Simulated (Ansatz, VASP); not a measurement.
**Two plane-wave programs on AlNi3**

The input INCAR:

```
PREC = Accurate
ENCUT = 520
EDIFF = 1E-6
ISMEAR = 0
SIGMA = 0.1
LREAL = False
LASPH = True
NELM = 60
ALGO = Normal
ISIF = 2
LWAVE = False
LCHARG = False
GGA = PS
NBANDS = 24
```

KPOINTS

```
regular mesh
0
Gamma
  6 6 6
```

File POSCAR:

```
AlNi3
1.0
    0.0091803197      2.8086990902      2.8014686452
    2.8035150590      0.0061289969      2.8045199680
    2.8105818206      2.8188171747     -0.0009377647
Al Ni
1 3
Direct
    0.5179937806      0.4754529908      0.4812022906
    0.2347094222      0.2129657574      0.2359009799
    0.0527018359     -0.0376585175      0.0301498793
    0.7728995969      0.7206613382      0.8016672262
```

Input for Ansatz:

```yaml
crystal:
  lattice:
    - [0.0091803197, 2.8086990902, 2.8014686452]
    - [2.803515059, 0.0061289969, 2.804519968]
    - [2.8105818206, 2.8188171747, -0.0009377647]
  atoms:
    - { symbol: Al, position: [0.5179937806, 0.4754529908, 0.4812022906] }
    - { symbol: Ni, position: [0.2347094222, 0.2129657574, 0.2359009799] }
    - { symbol: Ni, position: [0.0527018359, -0.0376585175, 0.0301498793] }
    - { symbol: Ni, position: [0.7728995969, 0.7206613382, 0.8016672262] }
basis:
  ecutwfc: 420
kpoints:
  mp_grid: { grid: [6, 6, 6] }
hamiltonian:
  xc: pbesol
scf:
  occupations: { method: gaussian, width: 0.1 }
output:
  forces: true
  stress: true
  eigenvalues: true
```

Change from the starting cell: kmesh displaced: [6, 6, 6] Gamma-centred.

Alike in both runs: task single point; functional PBEsol; k mesh 6 × 6 × 6; occupations gaussian, width 0.1 eV; no spin polarisation.

|  | VASP | Ansatz |
| --- | --- | --- |
| version | VASP 6.6.1 | Ansatz 0.2.0 |
| potentials or method | VASP PAW PBE potentials, release 64 (Al, Ni), cutoff 520 eV | scalar-relativistic, plane waves, PAW |
| valence electrons in the cell | 33 | 57 |

|  | VASP | Ansatz | Ansatz less VASP |
| --- | --- | --- | --- |
| gap on the k mesh at the Fermi level (eV) | none | none | - |
| pressure (GPa) | 8.1 | 8.0 | -0.09 |
| traceless stress, the component that is largest in VASP (GPa) | 4.57 | 4.72 | +0.151 |
| rms of the force components (eV/Å) | 1.621 | 1.630 | +0.0093 |

VASP's potentials were made for PBE, not for PBEsol. Atom by atom the forces differ by 0.013 eV/Å (rms over components). A gap of «none» marks a metal or a gap that the smearing closes. With one functional, cell and mesh, what is left measures potentials, basis and numerics. VASP's potentials hold 33 valence electrons a cell and Ansatz's 57, so a difference there can come from the potentials and not from the codes.
